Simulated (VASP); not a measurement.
# GaP (F-43m) in VASP: single point with r2SCAN

Aim: the single point of GaP with r2SCAN.

Program: VASP 6.6.1. These are calculated values, not measurements. Logs are shortened: lines on timing, memory, paths and dates and some standing lists are left out, and cuts for length are marked.

## (1) The cell of the first run

It takes space group F-43m (No. 216, cubic). Conventional cell: a = 5.304 Å, b = 5.304 Å, c = 5.304 Å, α = 90.00°, β = 90.00°, γ = 90.00°. Within 3.0 Å of P (site symmetry -43m) lie 4 Ga at 2.30 Å. Within 3.0 Å of Ga (site symmetry -43m) lie 4 P at 2.30 Å.

## (2) Single point, r2SCAN

Input file POSCAR:

```
GaP
1.0
    0.0000000000      2.6520850000      2.6520850000
    2.6520850000      0.0000000000      2.6520850000
    2.6520850000      2.6520850000      0.0000000000
P Ga
1 1
Direct
    0.2500000000      0.2500000000      0.2500000000
    0.0000000000      0.0000000000      0.0000000000
```

Input file INCAR.step1:

```
ALGO = Normal
EDIFF = 1E-5
ENCUT = 550
GGA = PE
GGA_COMPAT = F
ISMEAR = -1
LASPH = T
LCHARG = F
LREAL = F
LWAVE = T
NBANDS = 16
NELM = 120
PREC = Accurate
SIGMA = 0.1
```

Input file INCAR.step2:

```
ALGO = Normal
EDIFF = 1E-6
ENCUT = 550
GGA_COMPAT = F
ISIF = 2
ISMEAR = -1
ISTART = 1
LASPH = T
LCHARG = F
LMIXTAU = T
LREAL = F
LWAVE = F
METAGGA = R2SCAN
NBANDS = 16
NELM = 120
PREC = Accurate
SIGMA = 0.1
```

Input file KPOINTS:

```
k-points
0
Gamma
  8 8 8
```

Potentials or basis: VASP PAW PBE potentials, release 64 (P, Ga_d).

On the command line:

```bash
> cat potpaw_PBE.64/P/POTCAR potpaw_PBE.64/Ga_d/POTCAR > POTCAR
> cp INCAR.step1 INCAR
> mpirun -np 1 vasp_std > vasp.out
> cp INCAR.step2 INCAR
> mpirun -np 1 vasp_std > vasp.out
```

OUTCAR:

```text
EDIFF = 1E-6
   ENCUT = 550
   ISIF = 2
   ISMEAR = -1
   ISTART = 1
   LASPH = T
   LREAL = F
   METAGGA = R2SCAN
   NELM = 120
   PREC = Accurate

 ion  position               nearest neighbor table
   1  0.250  0.250  0.250-   2 2.30   2 2.30   2 2.30   2 2.30
   2  0.000  0.000  0.000-   1 2.30   1 2.30   1 2.30   1 2.30

  LATTYP: Found a face centered cubic cell.
 ALAT       =     5.3041700000

  Lattice vectors:

 A1 = (   0.0000000000,   2.6520850000,   2.6520850000)
 A2 = (   2.6520850000,   0.0000000000,   2.6520850000)
 A3 = (   2.6520850000,   2.6520850000,   0.0000000000)

Analysis of symmetry for initial positions (statically):
=====================================================================
 Subroutine PRICEL returns:
 Original cell was already a primitive cell.

 Routine SETGRP: Setting up the symmetry group for a
 face centered cubic supercell.

 Subroutine GETGRP returns: Found 24 space group operations
 (whereof 24 operations were pure point group operations)
 out of a pool of 48 trial point group operations.

The static configuration has the point symmetry T_d .

Analysis of symmetry for dynamics (positions and initial velocities):
=====================================================================
 Subroutine PRICEL returns:
 Original cell was already a primitive cell.

 Routine SETGRP: Setting up the symmetry group for a
 face centered cubic supercell.

 Subroutine GETGRP returns: Found 24 space group operations
 (whereof 24 operations were pure point group operations)
 out of a pool of 48 trial point group operations.

The dynamic configuration has the point symmetry T_d .

 Subroutine INISYM returns: Found 24 space group operations
 (whereof 24 operations are pure point group operations),
 and found     1 'primitive' translations

----------------------------------------------------------------------------------------

                                     Primitive cell

  volume of cell :      37.3072

  direct lattice vectors                    reciprocal lattice vectors
     0.000000000  2.652085000  2.652085000    -0.188530911  0.188530911  0.188530911
     2.652085000  0.000000000  2.652085000     0.188530911 -0.188530911  0.188530911
     2.652085000  2.652085000  0.000000000     0.188530911  0.188530911 -0.188530911

  length of vectors
     3.750614576  3.750614576  3.750614576     0.326545116  0.326545116  0.326545116

  position of ions in fractional coordinates (direct lattice)
     0.250000000  0.250000000  0.250000000
     0.000000000  0.000000000  0.000000000

  ion indices of the primitive-cell ions
   primitive index   ion index
                 1           1
                 2           2

----------------------------------------------------------------------------------------

 KPOINTS: k-points

Automatic generation of k-mesh.
 Grid dimensions read from file:
 generate k-points for:    8    8    8

 Generating k-lattice:

  Cartesian coordinates                     Fractional coordinates (reciprocal lattice)
    -0.023566364  0.023566364  0.023566364     0.125000000  0.000000000  0.000000000
     0.023566364 -0.023566364  0.023566364     0.000000000  0.125000000  0.000000000
     0.023566364  0.023566364 -0.023566364     0.000000000  0.000000000  0.125000000

  Length of vectors
     0.040818139  0.040818139  0.040818139

  Shift w.r.t. Gamma in fractional coordinates (k-lattice)
     0.000000000  0.000000000  0.000000000

 Subroutine IBZKPT returns following result:
 ===========================================

 Found     29 irreducible k-points:

 Following reciprocal coordinates:
            Coordinates               Weight
  0.000000  0.000000  0.000000      1.000000
  0.125000  0.000000  0.000000      8.000000
  0.250000  0.000000  0.000000      8.000000
  0.375000  0.000000  0.000000      8.000000
  0.500000  0.000000  0.000000      4.000000
  0.125000  0.125000  0.000000      6.000000
[... 16 lines left out ...]
  0.500000  0.250000  0.125000     48.000000
 -0.375000  0.250000  0.125000     24.000000
 [... further k-points ...]
   k-points           NKPTS =     29   k-points in BZ     NKDIM =     29   number of bands    NBANDS=     16
   number of dos      NEDOS =    301   number of ions     NIONS =      2
   total plane-waves  NPLWV =  27000
   dimension x,y,z NGX =    30 NGY =   30 NGZ =   30
   dimension x,y,z NGXF=    60 NGYF=   60 NGZF=   60
   ions per type =               1   1
   NGX,Y,Z   is equivalent  to a cutoff of  13.30, 13.30, 13.30 a.u.
   NGXF,Y,Z  is equivalent  to a cutoff of  26.59, 26.59, 26.59 a.u.
 SYSTEM =  unknown system
   PREC   = accura    normal or accurate (medium, high low for compatibility)
   ISTART =      1    job   : 0-new  1-cont  2-samecut
   ICHARG =      0    charge: 1-file 2-atom 10-const
   ISPIN  =      1    spin polarized calculation?
   LNONCOLLINEAR =      F non collinear calculations
   LSORBIT =      F    spin-orbit coupling
   LASPH  =      T    aspherical Exc in radial PAW
   ENCUT  =  550.0 eV  40.42 Ry    6.36 a.u.   7.17  7.17  7.17*2*pi/ulx,y,z
   NELM   =    120;   NELMIN=  2; NELMDL=  0     # of ELM steps
   EDIFF  = 0.1E-05   stopping-criterion for ELM
   LREAL  =      F    real-space projection
[... 7 lines left out ...]
   TEBEG  =    0.0;   TEEND  =   0.0 temperature during run
   PSTRESS=    0.0 pullay stress
   NELECT =      18.0000    total number of electrons
   NUPDOWN=      -1.0000    fix difference up-down
   EMIN   =  10.00;   EMAX   =-10.00  energy-range for DOS
   EFERMI =   0.00;   METHOD = LEGACY
   ISMEAR =    -1;   SIGMA  =   0.10  broadening in eV -4-tet -1-fermi 0-gaus
   EFERMI_NEDOS =   21; number of points for ismear=-14 and -15
   IALGO  =     38    algorithm
   IMIX   =      4    mixing-type and parameters
     AMIX     =   0.40;   BMIX     =  1.00
     AMIX_MAG =   1.60;   BMIX_MAG =  1.00
  volume/ion in A,a.u.               =      18.65       125.88
  Fermi-wavevector in a.u.,A,eV,Ry     =   1.284009  2.426426 22.431658  1.648680
  Thomas-Fermi vector in A             =   2.416229
   LORBIT       =      0    0 simple, 1 ext, 2 COOP (PROOUT), +10 PAW based schemes
   METAGGA = R2SCAN    functional components
   LHFCALC =     F    Hartree Fock is set to
   AEXX    =    0.0000 exact exchange contribution
   IVDW    =     0    specifies the selected vdW correction
   LEPSILON=     F    determine dielectric tensor
   LRPA    =     F    only Hartree local field effects (RPA)
 non-spin polarized calculation
  energy-cutoff  :      550.00
  volume of cell :       37.31
 maximum number of plane-waves:      1108
 NGX is ok and might be reduce to    30
   NGX = 15   NGY = 15   NGZ = 15

 number of electron      18.0000011 magnetization

 Free energy of the ion-electron system (eV)
  ---------------------------------------------------
  ext. energy  EPLUGINS =         0.00000000
  ---------------------------------------------------
  free energy    TOTEN  =       -21.38391805 eV

  energy without entropy =      -21.38390899  energy(sigma->0) =      -21.38391352

 E-fermi :   6.1747     XC(G=0): -10.9542

 val. band max:        5.3415410494   @ k =   0.0000   0.0000   0.0000
 cond. band min:       7.0732616475   @ k =   0.5000   0.5000   0.0000
 fundamental gap:      1.7317205980
 Fermi energy:         6.1747466508

 k-point     1 :       0.0000    0.0000    0.0000
  band No.  band energies     occupation
      1      -9.8124      2.00000
      2      -9.8124      2.00000
      3      -9.8124      2.00000
      4      -9.6695      2.00000
      5      -9.6695      2.00000
      6      -8.3485      2.00000
[... 8 lines left out ...]
     15      15.7146      0.00000
     16      15.7147      0.00000

 k-point     2 :       0.1250    0.0000    0.0000
  band No.  band energies     occupation
      1      -9.8378      2.00000
      2      -9.8058      2.00000
      3      -9.8058      2.00000
      4      -9.6696      2.00000
      5      -9.6696      2.00000
      6      -8.1081      2.00000
[... 8 lines left out ...]
     15      15.0435      0.00000
     16      16.1635      0.00000

 k-point     3 :       0.2500    0.0000    0.0000
  band No.  band energies     occupation
      1      -9.8871      2.00000
      2      -9.7917      2.00000
      3      -9.7917      2.00000
      4      -9.6679      2.00000
      5      -9.6679      2.00000
      6      -7.4355      2.00000
[... 8 lines left out ...]
     15      14.8774      0.00000
     16      16.1706      0.00000

 k-point     4 :       0.3750    0.0000    0.0000
  band No.  band energies     occupation
      1      -9.9268      2.00000
      2      -9.7808      2.00000
      3      -9.7808      2.00000
      4      -9.6628      2.00000
      5      -9.6628      2.00000
      6      -6.4908      2.00000
[... 8 lines left out ...]
     15      16.2689      0.00000
     16      16.3468      0.00000

 k-point     5 :       0.5000    0.0000    0.0000
  band No.  band energies     occupation
      1      -9.9416      2.00000
      2      -9.7774      2.00000
      3      -9.7774      2.00000
      4      -9.6595      2.00000
      5      -9.6595      2.00000
      6      -5.8908      2.00000
[... 8 lines left out ...]
     15      17.9308      0.00000
     16      17.9308      0.00000

 k-point     6 :       0.1250    0.1250    0.0000
  band No.  band energies     occupation
      1      -9.8507      2.00000
      2      -9.7996      2.00000
      3      -9.7996      2.00000
      4      -9.6756      2.00000
      5      -9.6650      2.00000
      6      -8.0296      2.00000
[... 8 lines left out ...]
     15      15.9812      0.00000
     16      16.5836      0.00000
[... 267 lines left out ...]
 k-point    21 :       0.5000    0.5000    0.0000
  band No.  band energies     occupation
      1      -9.9827      2.00000
      2      -9.7225      2.00000
      3      -9.7208      2.00000
      4      -9.7208      2.00000
      5      -9.6389      2.00000
      6      -4.8419      2.00000
[... 8 lines left out ...]
     15      18.5439      0.00000
     16      19.4252      0.00000

 k-point    22 :       0.3750    0.2500    0.1250
  band No.  band energies     occupation
      1      -9.9184      2.00000
      2      -9.7750      2.00000
      3      -9.7695      2.00000
      4      -9.6856      2.00000
      5      -9.6570      2.00000
      6      -6.8703      2.00000
[... 8 lines left out ...]
     15      17.4654      0.00000
     16      19.1034      0.00000

 k-point    23 :       0.5000    0.2500    0.1250
  band No.  band energies     occupation
      1      -9.9401      2.00000
      2      -9.7691      2.00000
      3      -9.7568      2.00000
      4      -9.6826      2.00000
      5      -9.6572      2.00000
      6      -5.9787      2.00000
[... 8 lines left out ...]
     15      18.0463      0.00000
     16      19.2788      0.00000

 k-point    24 :      -0.3750    0.2500    0.1250
  band No.  band energies     occupation
      1      -9.9480      2.00000
      2      -9.7680      2.00000
      3      -9.7522      2.00000
      4      -9.6775      2.00000
      5      -9.6595      2.00000
      6      -5.4194      2.00000
[... 8 lines left out ...]
     15      18.3061      0.00000
     16      19.1125      0.00000

 [... further k-points ...]

------------------------ aborting loop because EDIFF is reached ----------------------------------------

  FORCE on cell =-STRESS in cart. coord.  units (eV):
  Direction    XX          YY          ZZ          XY          YZ          ZX
  --------------------------------------------------------------------------------------
  -------------------------------------------------------------------------------------
  Total        2.0056375      2.0056375      2.0056375     -0.0000000      0.0000000     -0.0000000
  in kB       86.1332271     86.1332271     86.1332271     -0.0000000      0.0000000     -0.0000000
  external PRESSURE =      86.1332271 kB  Pullay stress =       0.0000000 kB

 VOLUME and BASIS-vectors are now :
 -----------------------------------------------------------------------------
  energy-cutoff  :      550.00
  volume of cell :       37.31
      direct lattice vectors                 reciprocal lattice vectors
     0.000000000  2.652085000  2.652085000    -0.188530911  0.188530911  0.188530911
     2.652085000  0.000000000  2.652085000     0.188530911 -0.188530911  0.188530911
     2.652085000  2.652085000  0.000000000     0.188530911  0.188530911 -0.188530911

 POSITION                                       TOTAL-FORCE (eV/Angst)
 -----------------------------------------------------------------------------------
      1.32604      1.32604      1.32604        -0.000000     -0.000000     -0.000000
      0.00000      0.00000      0.00000         0.000000      0.000000      0.000000
 -----------------------------------------------------------------------------------
    total drift:                               -0.000002     -0.000002     -0.000002

  FREE ENERGIE OF THE ION-ELECTRON SYSTEM (eV)
  ---------------------------------------------------
  free  energy   TOTEN  =       -21.3839180489 eV

  energy  without entropy=      -21.3839089852  energy(sigma->0) =      -21.38391352
```

It took 43 s on 1 thread of Intel Xeon 6975P-C (Granite Rapids), shared host; peak memory 0.18 GiB.

Results:

* Free energy: -21.3839 eV
* Pressure: 8.6 GPa
* Band gap on the k mesh: 1.73 eV (least direct gap 3.07 eV)

Caveat: the cell stands under pressure; the PAW data sets were made with another functional, which shifts forces and pressure a little. A k mesh can miss the band edges.
